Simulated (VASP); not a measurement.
# CoSi2 (AlB2 type) (P6/mmm) in VASP: a series of runs

CoSi2 (AlB2 type) is run at these levels: PBE; tasks: relaxation of shape and atoms at fixed volume.

Everything below comes from runs of VASP 6.6.1. Logs are shortened: lines on timing, memory, paths and dates and some standing lists are left out, and cuts for length are marked.

**1. The cell of the first run**

The structure is hexagonal, space group P6/mmm (No. 191). Conventional cell: a = 3.724 Å, b = 3.724 Å, c = 2.255 Å, α = 90.00°, β = 90.00°, γ = 120.00°. Within 3.0 Å of Co (site symmetry 6/mmm) lie 2 Co at 2.26 Å and 12 Si at 2.43 Å. Within 2.8 Å of Si (site symmetry -6m2) lie 5 Si at 2.15 to 2.26 Å and 6 Co at 2.43 Å.

**2. Relaxation of shape and atoms at fixed volume, PBE**

The input, INCAR:

```
PREC     = Accurate       # precision mode
ENCUT    = 600            # plane-wave cutoff, eV
EDIFF    = 1E-7           # SCF threshold, eV
ISMEAR   = -1             # smearing method
SIGMA    = 0.08           # smearing width, eV
LREAL    = False          # projectors in reciprocal space
LASPH    = True           # aspherical terms in the spheres
NELM     = 100            # most SCF steps
ALGO     = Normal         # electronic algorithm
ISIF     = 4              # what is computed and relaxed
LWAVE    = False          # write WAVECAR
LCHARG   = False          # write CHGCAR
GGA      = PE             # functional
IBRION   = 2              # ionic algorithm
NSW      = 50             # ionic steps
EDIFFG   = -0.005         # ionic threshold
```

The input, KPOINTS:

```
Automatic mesh
0
Gamma
  10 10 8
```

The input, POSCAR:

```
CoSi2
1.0
    3.7244934908      0.0000000000      0.0000000000
   -1.8622467454      3.2255059792      0.0000000000
    0.0000000000      0.0000000000      2.2553589372
Co Si
1 2
Direct
    0.0000000000      0.0000000000      0.0000000000
    0.3333333333      0.6666666667      0.5000000000
    0.6666666667      0.3333333333      0.5000000000
```

Potentials or basis: VASP PAW PBE potentials, release 64 (Co, Si).

On the command line:

```console
cat potpaw_PBE.64/Co/POTCAR potpaw_PBE.64/Si/POTCAR > POTCAR
mpirun -np 1 vasp_std > vasp.out
```

OUTCAR:

```text
PREC = Accurate
   ENCUT = 600
   EDIFF = 1E-7
   ISMEAR = -1
   LREAL = False
   LASPH = True
   NELM = 100
   ISIF = 4
   GGA = PE
   IBRION = 2
   NSW = 50
   EDIFFG = -0.005

 ion  position               nearest neighbor table
   1  0.000  0.000  0.000-   2 2.43   3 2.43   2 2.43   3 2.43   2 2.43   2 2.43   3 2.43   3 2.43
                             3 2.43   3 2.43   2 2.43   2 2.43
   2  0.333  0.667  0.500-   3 2.15   3 2.15   3 2.15   1 2.43   1 2.43   1 2.43   1 2.43   1 2.43
                             1 2.43   3 3.12   3 3.12   3 3.12   3 3.12   3 3.12   3 3.12
   3  0.667  0.333  0.500-   2 2.15   2 2.15   2 2.15   1 2.43   1 2.43   1 2.43   1 2.43   1 2.43
                             1 2.43   2 3.12   2 3.12   2 3.12   2 3.12   2 3.12   2 3.12

  LATTYP: Found a hexagonal cell.
 ALAT       =     3.7244934908
 C/A-ratio  =     0.6055478262

  Lattice vectors:

 A1 = (   3.7244934908,   0.0000000000,   0.0000000000)
 A2 = (  -1.8622467454,   3.2255059792,   0.0000000000)
 A3 = (   0.0000000000,   0.0000000000,   2.2553589372)

Analysis of symmetry for initial positions (statically):
=====================================================================
 Subroutine PRICEL returns:
 Original cell was already a primitive cell.

 Routine SETGRP: Setting up the symmetry group for a
 hexagonal supercell.

 Subroutine GETGRP returns: Found 24 space group operations
 (whereof 24 operations were pure point group operations)
 out of a pool of 24 trial point group operations.

The static configuration has the point symmetry D_6h.

Analysis of symmetry for dynamics (positions and initial velocities):
=====================================================================
 Subroutine PRICEL returns:
 Original cell was already a primitive cell.

 Routine SETGRP: Setting up the symmetry group for a
 hexagonal supercell.

 Subroutine GETGRP returns: Found 24 space group operations
 (whereof 24 operations were pure point group operations)
 out of a pool of 24 trial point group operations.

The dynamic configuration has the point symmetry D_6h.

 Subroutine INISYM returns: Found 24 space group operations
 (whereof 24 operations are pure point group operations),
 and found     1 'primitive' translations

----------------------------------------------------------------------------------------

                                     Primitive cell

  volume of cell :      27.0945

  direct lattice vectors                    reciprocal lattice vectors
     3.724493491  0.000000000  0.000000000     0.268492884  0.155014439  0.000000000
    -1.862246745  3.225505979  0.000000000     0.000000000  0.310028878  0.000000000
     0.000000000  0.000000000  2.255358937     0.000000000  0.000000000  0.443388404

  length of vectors
     3.724493491  3.724493491  2.255358937     0.310028878  0.310028878  0.443388404

  position of ions in fractional coordinates (direct lattice)
     0.000000000  0.000000000  0.000000000
     0.333333333  0.666666667  0.500000000
     0.666666667  0.333333333  0.500000000

  ion indices of the primitive-cell ions
   primitive index   ion index
                 1           1
                 2           2
                 3           3

----------------------------------------------------------------------------------------

 KPOINTS: Automatic mesh

Automatic generation of k-mesh.
 Grid dimensions read from file:
 generate k-points for:   10   10    8

 Generating k-lattice:

  Cartesian coordinates                     Fractional coordinates (reciprocal lattice)
     0.026849288  0.015501444  0.000000000     0.100000000  0.000000000  0.000000000
     0.000000000  0.031002888  0.000000000     0.000000000  0.100000000  0.000000000
     0.000000000  0.000000000  0.055423551     0.000000000  0.000000000  0.125000000

  Length of vectors
     0.031002888  0.031002888  0.055423551

  Shift w.r.t. Gamma in fractional coordinates (k-lattice)
     0.000000000  0.000000000  0.000000000

 Subroutine IBZKPT returns following result:
 ===========================================

 Found     70 irreducible k-points:

 Following reciprocal coordinates:
            Coordinates               Weight
  0.000000  0.000000  0.000000      1.000000
  0.100000  0.000000  0.000000      6.000000
  0.200000  0.000000  0.000000      6.000000
  0.300000  0.000000  0.000000      6.000000
  0.400000 -0.000000  0.000000      6.000000
  0.500000 -0.000000  0.000000      3.000000
[... 16 lines left out ...]
  0.300000  0.100000  0.125000     24.000000
  0.400000  0.100000  0.125000     24.000000
 [... further k-points ...]
   k-points           NKPTS =     70   k-points in BZ     NKDIM =     70   number of bands    NBANDS=     12
   number of dos      NEDOS =    301   number of ions     NIONS =      3
   total plane-waves  NPLWV =  16200
   dimension x,y,z NGX =    30 NGY =   30 NGZ =   18
   dimension x,y,z NGXF=    60 NGYF=   60 NGZF=   36
   ions per type =               1   2
   NGX,Y,Z   is equivalent  to a cutoff of  13.39, 13.39, 13.27 a.u.
   NGXF,Y,Z  is equivalent  to a cutoff of  26.78, 26.78, 26.54 a.u.
 SYSTEM =  unknown system
   PREC   = accura    normal or accurate (medium, high low for compatibility)
   ISTART =      0    job   : 0-new  1-cont  2-samecut
   ICHARG =      2    charge: 1-file 2-atom 10-const
   ISPIN  =      1    spin polarized calculation?
   LNONCOLLINEAR =      F non collinear calculations
   LSORBIT =      F    spin-orbit coupling
   LASPH  =      T    aspherical Exc in radial PAW
   ENCUT  =  600.0 eV  44.10 Ry    6.64 a.u.   7.44  7.44  4.50*2*pi/ulx,y,z
   NELM   =    100;   NELMIN=  2; NELMDL= -5     # of ELM steps
   EDIFF  = 0.1E-06   stopping-criterion for ELM
   LREAL  =      F    real-space projection
   EDIFFG = -.5E-02   stopping-criterion for IOM
   NSW    =     50    number of steps for IOM
   IBRION =      2    ionic relax: 0-MD 1-quasi-New 2-CG
   NFREE  =      1    steps in history (QN), initial steepest desc. (CG)
   ISIF   =      4    stress and relaxation
   ISYM   =      2    0-nonsym 1-usesym 2-fastsym
   POTIM  = 0.5000    time-step for ionic-motion
   TEBEG  =    0.0;   TEEND  =   0.0 temperature during run
   PSTRESS=    0.0 pullay stress
   NELECT =      17.0000    total number of electrons
   NUPDOWN=      -1.0000    fix difference up-down
   EMIN   =  10.00;   EMAX   =-10.00  energy-range for DOS
   EFERMI =   0.00;   METHOD = LEGACY
   ISMEAR =    -1;   SIGMA  =   0.08  broadening in eV -4-tet -1-fermi 0-gaus
   EFERMI_NEDOS =   21; number of points for ismear=-14 and -15
   IALGO  =     38    algorithm
   IMIX   =      4    mixing-type and parameters
     AMIX     =   0.40;   BMIX     =  1.00
     AMIX_MAG =   1.60;   BMIX_MAG =  1.00
  volume/ion in A,a.u.               =       9.03        60.95
  Fermi-wavevector in a.u.,A,eV,Ry     =   1.401514  2.648478 26.725142  1.964243
  Thomas-Fermi vector in A             =   2.524368
   LORBIT       =      0    0 simple, 1 ext, 2 COOP (PROOUT), +10 PAW based schemes
   GGA     = PE    functional components
   LHFCALC =     F    Hartree Fock is set to
   AEXX    =    0.0000 exact exchange contribution
   IVDW    =     0    specifies the selected vdW correction
   LEPSILON=     F    determine dielectric tensor
   LRPA    =     F    only Hartree local field effects (RPA)
 conjugate gradient relaxation of ions
 non-spin polarized calculation
  energy-cutoff  :      600.00
  volume of cell :       27.09
 maximum number of plane-waves:       927
 NGX is ok and might be reduce to    30
   NGX = 15   NGY = 15   NGZ =  9

--------------------------------------- Ionic step        1  -------------------------------------------

 number of electron      16.9999997 magnetization

 Free energy of the ion-electron system (eV)
  ---------------------------------------------------
  ext. energy  EPLUGINS =         0.00000000
  ---------------------------------------------------
  free energy    TOTEN  =       -14.54239265 eV

  energy without entropy =      -14.49128535  energy(sigma->0) =      -14.51683900

------------------------ aborting loop because EDIFF is reached ----------------------------------------

  FORCE on cell =-STRESS in cart. coord.  units (eV):
  Direction    XX          YY          ZZ          XY          YZ          ZX
  --------------------------------------------------------------------------------------
  -------------------------------------------------------------------------------------
  Total       16.6448694     16.6448694     17.6587384      0.0000000     -0.0000000      0.0000000
  in kB      984.2609003    984.2609003   1044.2140069      0.0000000     -0.0000000      0.0000000
  external PRESSURE =    1004.2452691 kB  Pullay stress =       0.0000000 kB
[... 59 lines left out ...]
  energy  without entropy=      -14.4948045585  energy(sigma->0) =      -14.51984699

--------------------------------------- Ionic step        3  -------------------------------------------

 number of electron      16.9999997 magnetization

 Free energy of the ion-electron system (eV)
  ---------------------------------------------------
  ext. energy  EPLUGINS =         0.00000000
  ---------------------------------------------------
  free energy    TOTEN  =       -14.54595317 eV

  energy without entropy =      -14.49520133  energy(sigma->0) =      -14.52057725

 E-fermi :  16.6279     XC(G=0): -13.6293

 val. band max:       16.6263497901   @ k =   0.3000   0.2000   0.3750
 cond. band min:      16.6291465682   @ k =   0.3000   0.3000   0.3750
 fundamental gap:      0.0027967780
 Fermi energy:        16.6278575898

 k-point     1 :       0.0000    0.0000    0.0000
  band No.  band energies     occupation
      1      -0.9924      2.00000
      2       8.8603      2.00000
      3       8.8603      2.00000
      4      11.6786      2.00000
      5      12.6684      2.00000
      6      13.7542      2.00000
      7      13.7542      2.00000
      8      15.3617      2.00000
      9      15.3617      2.00000
     10      17.0214      0.01450
     11      17.0214      0.01450
     12      21.5399      0.00000
[... 331 lines left out ...]
 k-point    24 :       0.4000    0.1000    0.1250
  band No.  band energies     occupation
      1       2.0456      2.00000
      2       3.7628      2.00000
      3       8.0305      2.00000
      4      11.0530      2.00000
      5      13.0826      2.00000
      6      13.2003      2.00000
      7      14.6561      2.00000
      8      15.0887      2.00000
      9      17.0275      0.01344
     10      20.5957      0.00000
     11      21.4386      0.00000
     12      22.8714      0.00000

 [... further k-points ...]
[... 5 lines left out ...]
  --------------------------------------------------------------------------------------
  -------------------------------------------------------------------------------------
  Total       16.9706792     16.9706792     16.9716146      0.0000000     -0.0000000      0.0000000
  in kB     1003.5270106   1003.5270106   1003.5823236      0.0000000     -0.0000000      0.0000000
  external PRESSURE =    1003.5454483 kB  Pullay stress =       0.0000000 kB
[... 18 lines left out ...]
  FREE ENERGIE OF THE ION-ELECTRON SYSTEM (eV)
  ---------------------------------------------------
  free  energy   TOTEN  =       -14.5459531705 eV

  energy  without entropy=      -14.4952013275  energy(sigma->0) =      -14.52057725

 reached required accuracy - stopping structural energy minimisation
```

It took 29 s on 1 thread of Intel Xeon 6975P-C (Granite Rapids), shared host; peak memory 0.16 GiB.

What came out:

```
Free energy               : -14.5460 eV
Energy gained by relaxing : 1.2 meV/atom
Ionic steps               : 3
Pressure after relaxing   : 100.4 GPa
```

The path:
| step | energy change (eV) | largest force (eV/Å) | pressure (GPa) | volume (Å³) |
| --- | --- | --- | --- | --- |
| 1 | 0.0000 | 0.0000 | 100.42 | 27.09 |
| 2 | -0.0025 | 0.0000 | 100.36 | 27.09 |
| 3 | -0.0036 | 0.0000 | 100.35 | 27.09 |

Final structure:
```xyz
3
Lattice="3.7115 0.0000 0.0000 -1.8557 3.2142 0.0000 0.0000 0.0000 2.2712" Properties=species:S:1:pos:R:3 pbc="T T T"
Co   -1.8557    3.2142    0.0000
Si    0.0000    2.1428    1.1356
Si    1.8557    1.0714    1.1356
```

Levels at points of the mesh, in eV from the Fermi level:
| k point | band 5 | band 6 | band 7 | band 8 | band 9 | band 10 | band 11 | band 12 |
| --- | --- | --- | --- | --- | --- | --- | --- | --- |
| (0.00, 0.00, 0.00) | -3.96 | -2.87 | -2.87 | -1.27 | -1.27 | 0.39 | 0.39 | 4.91 |
| (0.50, 0.00, 0.00) | -3.78 | -3.54 | -1.44 | -1.31 | 0.16 | 5.26 | 5.30 | 6.50 |
| (0.00, 0.00, 0.50) | -3.71 | -3.71 | -1.26 | -1.26 | -0.25 | 0.48 | 5.30 | 5.30 |
| (0.50, 0.00, 0.50) | -6.37 | -2.46 | -2.44 | -0.52 | 0.28 | 0.64 | 0.97 | 1.16 |

Spin polarisation is off, so any magnetic state and its effect on volume and gap are missing.

**3. Relaxation of shape and atoms at fixed volume, PBE**

This run uses another cell than the first one, of 10.03 Å³/atom, 1.111 times its volume.

The input, INCAR:

```
  ALGO = Normal
  EDIFF = 1E-6
  EDIFFG = -0.005
  ENCUT = 600
  GGA = PE
  IBRION = 2
  ISIF = 4
  ISMEAR = -1
  LASPH = T
  LCHARG = F
  LREAL = F
  LWAVE = F
  NELM = 80
  NSW = 50
  PREC = Accurate
  SIGMA = 0.08
```

The input, KPOINTS:

```
k-points
0
Gamma
  10 10 8
```

The input, POSCAR:

```
CoSi2
1.0
    3.8576224142      0.0000000000      0.0000000000
   -1.9288112072      3.3407990089      0.0000000000
    0.0000000000      0.0000000000      2.3359748674
Co Si
1 2
Direct
    0.0000000000      0.0000000000      0.0000000000
    0.3333333333      0.6666666667      0.5000000000
    0.6666666667      0.3333333333      0.5000000000
```

Potentials or basis: VASP PAW PBE potentials, release 64 (Co, Si).

On the command line:

```console
cat potpaw_PBE.64/Co/POTCAR potpaw_PBE.64/Si/POTCAR > POTCAR
mpirun -np 1 vasp_std > vasp.out
```

Wall time 21 s (1 thread of Intel Xeon 6975P-C (Granite Rapids), shared host); peak memory 0.18 GiB.

The run converged. Its results:

```yaml
Free_energy: -15.9601 eV
Energy_gained_by_relaxing: 0.7 meV/atom
Ionic_steps: 3
Pressure_after_relaxing: 53.8 GPa
```

Step by step:
```
step  energy change (eV)  largest force (eV/Å)  pressure (GPa)  volume (Å³)
   1              0.0000                0.0000           53.84        30.10
   2             -0.0019                0.0000           53.80        30.10
   3             -0.0020                0.0000           53.82        30.10
```

Final structure:
```cif
data_structure
_symmetry_space_group_name_H-M 'P 1'
_symmetry_Int_Tables_number 1
_cell_length_a 3.8460
_cell_length_b 3.8460
_cell_length_c 2.3501
_cell_angle_alpha 90.000
_cell_angle_beta 90.000
_cell_angle_gamma 120.000
_cell_volume 30.10
loop_
_atom_site_label
_atom_site_type_symbol
_atom_site_fract_x
_atom_site_fract_y
_atom_site_fract_z
_atom_site_occupancy
Co1 Co 0.00000 0.00000 0.00000 1
Si1 Si 0.33333 0.66667 0.50000 1
Si2 Si 0.66667 0.33333 0.50000 1
```

Levels at points of the mesh, in eV from the Fermi level:
```
           k point  band 5  band 6  band 7  band 8  band 9  band 10  band 11  band 12
(0.00, 0.00, 0.00)   -4.04   -2.43   -2.43   -0.98   -0.98     0.42     0.42     4.53
(0.50, 0.00, 0.00)   -3.18   -2.95   -1.13   -1.02    0.10     5.10     5.41     6.24
(0.00, 0.00, 0.50)   -3.03   -3.03   -1.13   -1.13   -0.25     0.51     5.31     5.31
(0.50, 0.00, 0.50)   -5.57   -2.01   -2.00   -0.51    0.63     0.79     0.90     1.06
```

(Part 1 of 3 ends here.)
